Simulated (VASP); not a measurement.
A run of VASP 6.6.1:

Contents of INCAR:

```
ALGO = Normal
EDIFF = 1E-6
ENCUT = 520
GGA = CA
ISIF = 2
ISMEAR = -1
LASPH = T
LCHARG = F
LREAL = F
LWAVE = F
NBANDS = 12
NELM = 60
PREC = Accurate
SIGMA = 0.1
```

KPOINTS

```
k-points
0
Gamma
  15 15 15
```

Contents of POSCAR:

```
Zn
1.0
    2.2190810056      0.0000000000      0.0000000000
    0.0000000000      2.2190810056      0.0000000000
    0.0000000000      0.0000000000      2.2190810056
Zn
1
Direct
    0.0000000000      0.0000000000      0.0000000000
```

Potentials or basis: VASP PAW LDA potentials, release 64 (Zn).

Run with:

```console
$ cat potpaw_LDA.64/Zn/POTCAR > POTCAR
$ mpirun -np 1 vasp_std > vasp.out
```

Hardware: 1 thread of Intel Xeon 6975P-C, with other jobs on the host.

**Question.** How long does it take, and how much memory?

**Answer.** Run time: 7.2 s on 1 thread of Intel Xeon 6975P-C, on a shared host, peak memory 0.12 GiB. Counts: scf iterations 10, k points 120.
